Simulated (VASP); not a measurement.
# GaSi62 (a cell with a defect) in VASP: single point with PBE

Aim: the single point of GaSi62 (a cell with a defect) with PBE.

All numbers are computed with VASP 6.6.1; they aren't measurements. Logs are shortened: lines on timing, memory, paths and dates and some standing lists are left out, and cuts for length are marked.

## (1) The cell of the first run

The cell holds a defect, 63 atoms: a = 10.860 Å, b = 10.860 Å, c = 10.860 Å, α = 90.00°, β = 90.00°, γ = 90.00°.

## (2) Single point, PBE

File INCAR:

```
SYSTEM = GaSi62
  PREC = Accurate
  ENCUT = 520
  EDIFF = 1E-7
  ISMEAR = -1
  SIGMA = 0.02
  LREAL = Auto
  LASPH = .True.
  NELM = 80
  ALGO = Normal
  ISIF = 2
  LWAVE = .False.
  LCHARG = .False.
  GGA = PE
  NELECT = 260.0
  NBANDS = 168
```

File KPOINTS:

```
regular mesh
0
Gamma
  1 1 1
  0 0 0
```

File POSCAR:

```
GaSi62
1.0
   10.8600000000      0.0000000000      0.0000000000
    0.0000000000     10.8600000000      0.0000000000
    0.0000000000      0.0000000000     10.8600000000
Si Ga
62 1
Direct
    0.5107961326      0.0106683241     -0.0020219153
    0.8643195212      0.3642103131      0.1273264273
    0.7522235727      0.0106780847      0.2393958564
    0.8758262431      0.1253199816      0.3749643646
   -0.0001048803     -0.0007626151      0.0005028545
    0.1252843462      0.1249630755      0.1251047882
    0.2498791897      0.2499184162      0.0001343462
    0.3751910681      0.3757199816      0.1247378453
    0.4993005525      0.4998261510      0.0004964088
    0.6250877532      0.6251432781      0.1251064457
    0.7500684162      0.7497145488      0.0001361878
    0.8757957643      0.8751070902      0.1247358195
    0.2528558932      0.0013804788      0.2487144567
    0.3823714549      0.1273288214      0.3678026703
    0.5107812155      0.2521723757      0.2394000000
    0.6254476059      0.3756976059      0.3750077348
    0.7496819521      0.4998088398      0.2508935543
    0.8767321363      0.6249085635      0.3758112339
    0.5014722836      0.0013941989      0.4973188766
    0.6250848066      0.1249558011      0.6249087477
    0.7500668508      0.2499169429      0.5003265193
    0.8736211786      0.3735337937      0.6279250460
    0.7496735727     -0.0007851750      0.7502965009
    0.8642886740      0.1228228361      0.8858848066
   -0.0072599448      0.4926162063      0.0025008287
    0.1236779006      0.6235946593      0.1249627072
    0.2514081952      0.7513333333      0.0003051565
    0.3823714549      0.8822650092      0.1227930018
   -0.0000617864      0.2495725599      0.2508662983
    0.1249826888      0.3766453039      0.3758134438
    0.2501151013      0.5006380295      0.2518102210
    0.3762879374      0.6274879374      0.3739141805
    0.5014992634      0.7527371087      0.2486913444
    0.6273975138      0.8822730203      0.3678111418
    0.0007393186     -0.0017265193      0.5000823204
    0.1236796501      0.1251463168      0.6265141805
    0.2514178637      0.2498015654      0.4987727440
    0.3743783610      0.3766369245      0.6252162983
    0.4983841621      0.5006288214      0.5000854512
    0.6252280847      0.6235945672      0.6265168508
    0.7498812155      0.7513342541      0.4987784530
    0.8767352670      0.8742841621      0.6252205341
    0.2501149171     -0.0017196133      0.7494553407
    0.3752366483      0.1253167587      0.8743758748
    0.4993300184      0.2495697974      0.7502589319
    0.6228709945      0.3642110497      0.8858748619
    0.7476977901      0.4926219153      0.7574574586
    0.8736520258      0.6221220074      0.8765487109
    0.0007297422      0.7500404236      0.2518104052
    0.1276130755      0.8761603131      0.3739394107
   -0.0011645488      0.4987570902      0.5026809392
    0.1250123389      0.6248909761      0.6251844383
    0.2501276243      0.7499867403      0.5000737569
    0.3762575506      0.8761767956      0.6225734807
   -0.0072767956      0.2476237569      0.7574602210
    0.1222615101      0.3735133517      0.8765790055
    0.2474967772      0.4987378453      0.7513596685
    0.3743649171      0.6249062615      0.8734465930
    0.4983709024      0.7500391344      0.7494553407
    0.6254480663      0.8750863720      0.8744081952
   -0.0011469613      0.7473932781      0.7513387661
    0.1249708103      0.8742903315      0.8734534070
    0.6875584715      0.1875063536      0.0626471455
```

Potentials or basis: VASP PAW PBE potentials, release 64 (Si, Ga_d).

Started as:

```console
$ cat potpaw_PBE.64/Si/POTCAR potpaw_PBE.64/Ga_d/POTCAR > POTCAR
$ mpirun -np 1 vasp_gam > vasp.out
```

OUTCAR:

```text
SYSTEM = GaSi62
   PREC = Accurate
   ENCUT = 520
   EDIFF = 1E-7
   ISMEAR = -1
   LREAL = Auto
   LASPH = .True.
   NELM = 80
   ISIF = 2
   GGA = PE
   NELECT = 260.0

 ion  position               nearest neighbor table
   1  0.511  0.011  0.998-  60 2.35  44 2.35  28 2.39  63 2.80
   2  0.864  0.364  0.127-  29 2.35  17 2.35  25 2.39  63 2.80
   3  0.752  0.011  0.239-  12 2.35   4 2.35  34 2.39  63 2.80
   4  0.876  0.125  0.375-  29 2.34   3 2.35  21 2.36  35 2.36
   5  1.000  0.999  0.001-  12 2.34  24 2.35   6 2.36  62 2.36
   6  0.125  0.125  0.125-   7 2.35  13 2.35   5 2.36  29 2.36
[... 54 lines left out ...]
  61  0.999  0.747  0.751-  52 2.35  42 2.35  62 2.35  48 2.36
  62  0.125  0.874  0.873-  43 2.34  61 2.35  27 2.36   5 2.36
  63  0.688  0.188  0.063-   2 2.80  46 2.80  24 2.80  15 2.80   3 2.80   1 2.80

  LATTYP: Found a simple cubic cell.
 ALAT       =    10.8600000000

  Lattice vectors:

 A1 = (  10.8600000000,   0.0000000000,   0.0000000000)
 A2 = (   0.0000000000,  10.8600000000,   0.0000000000)
 A3 = (   0.0000000000,   0.0000000000,  10.8600000000)

Analysis of symmetry for initial positions (statically):
=====================================================================
 Subroutine PRICEL returns:
 Original cell was already a primitive cell.

 Routine SETGRP: Setting up the symmetry group for a
 simple cubic supercell.

 Subroutine GETGRP returns: Found  1 space group operations
 (whereof  1 operations were pure point group operations)
 out of a pool of 48 trial point group operations.

The static configuration has the point symmetry C_1 .

Analysis of symmetry for dynamics (positions and initial velocities):
=====================================================================
 Subroutine PRICEL returns:
 Original cell was already a primitive cell.

 Routine SETGRP: Setting up the symmetry group for a
 simple cubic supercell.

 Subroutine GETGRP returns: Found  1 space group operations
 (whereof  1 operations were pure point group operations)
 out of a pool of 48 trial point group operations.

The dynamic configuration has the point symmetry C_1 .

 Subroutine INISYM returns: Found  1 space group operations
 (whereof  1 operations are pure point group operations),
 and found     1 'primitive' translations

----------------------------------------------------------------------------------------

                                     Primitive cell

  volume of cell :    1280.8241

  direct lattice vectors                    reciprocal lattice vectors
    10.860000000  0.000000000  0.000000000     0.092081031  0.000000000  0.000000000
     0.000000000 10.860000000  0.000000000     0.000000000  0.092081031  0.000000000
     0.000000000  0.000000000 10.860000000     0.000000000  0.000000000  0.092081031

  length of vectors
    10.860000000 10.860000000 10.860000000     0.092081031  0.092081031  0.092081031

  position of ions in fractional coordinates (direct lattice)
     0.510796133  0.010668324  0.997978085
     0.864319521  0.364210313  0.127326427
     0.752223573  0.010678085  0.239395856
     0.875826243  0.125319982  0.374964365
     0.999895120  0.999237385  0.000502854
     0.125284346  0.124963075  0.125104788
[... 55 lines left out ...]
     0.124970810  0.874290331  0.873453407
     0.687558471  0.187506354  0.062647146

  ion indices of the primitive-cell ions
   primitive index   ion index
                 1           1
                 2           2
                 3           3
                 4           4
                 5           5
                 6           6
[... 55 lines left out ...]
                62          62
                63          63

----------------------------------------------------------------------------------------

 KPOINTS: regular mesh

Automatic generation of k-mesh.
 Grid dimensions read from file:
 generate k-points for:    1    1    1

 Generating k-lattice:

  Cartesian coordinates                     Fractional coordinates (reciprocal lattice)
     0.092081031  0.000000000  0.000000000     1.000000000  0.000000000  0.000000000
     0.000000000  0.092081031  0.000000000     0.000000000  1.000000000  0.000000000
     0.000000000  0.000000000  0.092081031     0.000000000  0.000000000  1.000000000

  Length of vectors
     0.092081031  0.092081031  0.092081031

  Shift w.r.t. Gamma in fractional coordinates (k-lattice)
     0.000000000  0.000000000  0.000000000

 Subroutine IBZKPT returns following result:
 ===========================================

 Found      1 irreducible k-points:

 Following reciprocal coordinates:
            Coordinates               Weight
  0.000000  0.000000  0.000000      1.000000
   k-points           NKPTS =      1   k-points in BZ     NKDIM =      1   number of bands    NBANDS=    168
   number of dos      NEDOS =    301   number of ions     NIONS =     63
   total plane-waves  NPLWV = 592704
   dimension x,y,z NGX =    84 NGY =   84 NGZ =   84
   dimension x,y,z NGXF=   168 NGYF=  168 NGZF=  168
   ions per type =              62   1
   NGX,Y,Z   is equivalent  to a cutoff of  12.86, 12.86, 12.86 a.u.
   NGXF,Y,Z  is equivalent  to a cutoff of  25.72, 25.72, 25.72 a.u.
 SYSTEM =  GaSi62
   PREC   = accura    normal or accurate (medium, high low for compatibility)
   ISTART =      0    job   : 0-new  1-cont  2-samecut
   ICHARG =      2    charge: 1-file 2-atom 10-const
   ISPIN  =      1    spin polarized calculation?
   LNONCOLLINEAR =      F non collinear calculations
   LSORBIT =      F    spin-orbit coupling
   LASPH  =      T    aspherical Exc in radial PAW
   ENCUT  =  520.0 eV  38.22 Ry    6.18 a.u.  20.19 20.19 20.19*2*pi/ulx,y,z
   NELM   =     80;   NELMIN=  2; NELMDL= -5     # of ELM steps
   EDIFF  = 0.1E-06   stopping-criterion for ELM
   LREAL  =      T    real-space projection
   EDIFFG = 0.1E-05   stopping-criterion for IOM
   NSW    =      0    number of steps for IOM
   IBRION =     -1    ionic relax: 0-MD 1-quasi-New 2-CG
   NFREE  =      0    steps in history (QN), initial steepest desc. (CG)
   ISIF   =      2    stress and relaxation
   ISYM   =      2    0-nonsym 1-usesym 2-fastsym
   POTIM  = 0.5000    time-step for ionic-motion
   TEBEG  =    0.0;   TEEND  =   0.0 temperature during run
   PSTRESS=    0.0 pullay stress
   NELECT =     260.0000    total number of electrons
   NUPDOWN=      -1.0000    fix difference up-down
   EMIN   =  10.00;   EMAX   =-10.00  energy-range for DOS
   EFERMI =   0.00;   METHOD = LEGACY
   ISMEAR =    -1;   SIGMA  =   0.02  broadening in eV -4-tet -1-fermi 0-gaus
   EFERMI_NEDOS =   21; number of points for ismear=-14 and -15
   IALGO  =     38    algorithm
   IMIX   =      4    mixing-type and parameters
     AMIX     =   0.40;   BMIX     =  1.00
     AMIX_MAG =   1.60;   BMIX_MAG =  1.00
  volume/ion in A,a.u.               =      20.33       137.20
  Fermi-wavevector in a.u.,A,eV,Ry     =   0.962135  1.818172 12.594971  0.925704
  Thomas-Fermi vector in A             =   2.091568
   LORBIT       =      0    0 simple, 1 ext, 2 COOP (PROOUT), +10 PAW based schemes
   GGA     = PE    functional components
[... 5 lines left out ...]
 non-spin polarized calculation
  energy-cutoff  :      520.00
  volume of cell :     1280.82
 maximum number of plane-waves:     17229
 NGX is ok and might be reduce to    84
   NGX = 41   NGY = 41   NGZ = 41

 number of electron     259.9999993 magnetization

 Free energy of the ion-electron system (eV)
  ---------------------------------------------------
  ext. energy  EPLUGINS =         0.00000000
  ---------------------------------------------------
  free energy    TOTEN  =      -336.30398316 eV

  energy without entropy =     -336.30398315  energy(sigma->0) =     -336.30398315

 E-fermi :   5.8849     XC(G=0):  -9.3441

 val. band max:        5.4918747968   @ k =   0.0000   0.0000   0.0000
 cond. band min:       6.2921522922   @ k =   0.0000   0.0000   0.0000
 fundamental gap:      0.8002774954
 Fermi energy:         5.8849364213

 k-point     1 :       0.0000    0.0000    0.0000
  band No.  band energies     occupation
      1      -8.9345      2.00000
      2      -8.9345      2.00000
      3      -8.8992      2.00000
      4      -8.8992      2.00000
      5      -8.8951      2.00000
      6      -6.1827      2.00000
[... 134 lines left out ...]
    141       6.8992      0.00000
    142       6.9125      0.00000
 [bands above 142 left out]

------------------------ aborting loop because EDIFF is reached ----------------------------------------

  FORCE on cell =-STRESS in cart. coord.  units (eV):
  Direction    XX          YY          ZZ          XY          YZ          ZX
  --------------------------------------------------------------------------------------
  -------------------------------------------------------------------------------------
  Total        0.8395924      0.8396958      0.8370300     -3.0316114      3.0325681      3.0338575
  in kB        1.0502425      1.0503719      1.0470373     -3.7922298      3.7934265      3.7950393
  external PRESSURE =       1.0492172 kB  Pullay stress =       0.0000000 kB

 VOLUME and BASIS-vectors are now :
 -----------------------------------------------------------------------------
  energy-cutoff  :      520.00
  volume of cell :     1280.82
      direct lattice vectors                 reciprocal lattice vectors
    10.860000000  0.000000000  0.000000000     0.092081031  0.000000000  0.000000000
     0.000000000 10.860000000  0.000000000     0.000000000  0.092081031  0.000000000
     0.000000000  0.000000000 10.860000000     0.000000000  0.000000000  0.092081031

 POSITION                                       TOTAL-FORCE (eV/Angst)
 -----------------------------------------------------------------------------------
      5.54725      0.11586     10.83804        -0.009461     -0.009244     -0.003378
      9.38651      3.95532      1.38277         0.010732      0.010483      0.003196
      8.16915      0.11596      2.59984         0.004593     -0.009165      0.009447
      9.51147      1.36098      4.07211         0.005919      0.000117      0.005713
     10.85886     10.85172      0.00546         0.005943     -0.008651     -0.000411
      1.36059      1.35710      1.35864        -0.002654      0.002685     -0.003033
[... 55 lines left out ...]
      1.35718      9.49479      9.48570         0.001479     -0.003561     -0.003828
      7.46689      2.03632      0.68035         0.000716      0.000898     -0.001537
 -----------------------------------------------------------------------------------
    total drift:                               -0.009142     -0.020346      0.019549

  FREE ENERGIE OF THE ION-ELECTRON SYSTEM (eV)
  ---------------------------------------------------
  free  energy   TOTEN  =      -336.3039831565 eV

  energy  without entropy=     -336.3039831516  energy(sigma->0) =     -336.30398315
```

Run time: 3.7 min. Hardware: 1 thread of Intel Xeon 6975P-C (Granite Rapids), shared host; peak memory 1 GiB.

What came out:

```
Free energy   : -336.3040 eV
Largest force : 0.017 eV/Å
```

Forces on the atoms (eV/Å):
```
Si  -0.009 -0.009 -0.003
Si   0.011  0.010  0.003
Si   0.005 -0.009  0.009
Si   0.006  0.000  0.006
Si   0.006 -0.009  0.000
Si  -0.003  0.003 -0.003
Si  -0.004 -0.004  0.006
Si  -0.006  0.005  0.001
Si  -0.008  0.005  0.000
Si   0.001 -0.001 -0.003
Si  -0.001 -0.004  0.004
Si   0.006 -0.006  0.000
Si   0.004  0.001  0.000
Si   0.003 -0.002 -0.004
Si  -0.010  0.003  0.010
Si  -0.001  0.006  0.005
Si  -0.001  0.006  0.007
Si   0.003  0.000  0.004
Si   0.001  0.001 -0.003
Si   0.001  0.003  0.001
Si  -0.001 -0.003  0.005
Si   0.000  0.000  0.000
Si   0.000 -0.008 -0.005
Si   0.012 -0.004 -0.011
Si  -0.002 -0.002  0.000
Si   0.001  0.001  0.000
Si  -0.004 -0.003 -0.001
Si   0.003  0.004  0.003
Si   0.005  0.000  0.008
Si   0.002  0.003  0.004
Si  -0.001  0.004 -0.001
Si   0.000  0.001 -0.001
Si   0.001  0.004 -0.001
Si  -0.003  0.003 -0.004
Si   0.004  0.001  0.000
Si   0.000 -0.001 -0.001
Si  -0.003  0.000  0.003
Si  -0.004  0.004 -0.002
Si   0.000  0.004  0.000
Si   0.000  0.001 -0.001
Si   0.000 -0.003  0.002
Si   0.003 -0.004 -0.002
Si  -0.001  0.001 -0.004
Si  -0.007 -0.001 -0.005
Si  -0.008 -0.001 -0.004
Si  -0.004  0.011 -0.011
Si  -0.001 -0.001  0.002
Si   0.000  0.002  0.000
Si   0.003  0.000 -0.001
Si   0.001  0.001 -0.001
Si  -0.001 -0.002  0.002
Si   0.003  0.004 -0.005
Si   0.004 -0.003  0.006
Si   0.001  0.000 -0.001
Si  -0.002 -0.001  0.002
Si   0.001  0.001 -0.001
Si  -0.002 -0.001  0.001
Si  -0.004  0.002 -0.004
Si   0.000 -0.001 -0.004
Si  -0.002 -0.006 -0.005
Si  -0.001 -0.002  0.002
Si   0.001 -0.004 -0.004
Ga   0.001  0.001 -0.002
```

Caveat: the k points lie up to 0.58 Å⁻¹ apart; the cell carries a net charge on a neutralising background, which shifts energy and pressure; the cell is charged against a uniform background, so pressure and absolute levels hang on convention.
